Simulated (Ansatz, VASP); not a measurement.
## Two plane-wave programs on NiO2

```xyz
3
Lattice="2.8475 0.0000 0.0000 -1.4238 2.4660 0.0000 0.0000 0.0000 3.9595" Properties=species:S:1:pos:R:3 pbc="T T T"
Ni    0.0000    0.0000    1.9797
O     1.4238    0.8220    2.8924
O     0.0000    1.6440    1.0670
```

Alike in both runs: task single point; functional LDA; k mesh 12 × 12 × 6; occupations gaussian, width 0.05 eV; no spin polarisation.

|  | VASP | Ansatz |
| --- | --- | --- |
| version | VASP 6.6.1 | Ansatz 0.2.0 |
| potentials or method | VASP PAW LDA potentials, release 64 (Ni_sv_GW, O), cutoff 700 eV | scalar-relativistic, plane waves, PAW |
| valence electrons in the cell | 30 | 30 |

```tsv
	VASP	Ansatz	Ansatz less VASP
gap on the k mesh at the Fermi level (eV)	0.50	0.52	+0.016
least direct gap on the mesh (eV)	0.85	0.85	+0.006
pressure (GPa)	-11.9	-12.7	-0.79
traceless stress, the component that is largest in VASP (GPa)	7.10	7.91	+0.815
rms of the force components (eV/Å)	0.252	0.293	+0.0410
```

LDA's correlation is that of Perdew and Zunger in VASP and of Perdew and Wang (1992) in Ansatz. Atom by atom the forces differ by 0.041 eV/Å (rms over components).
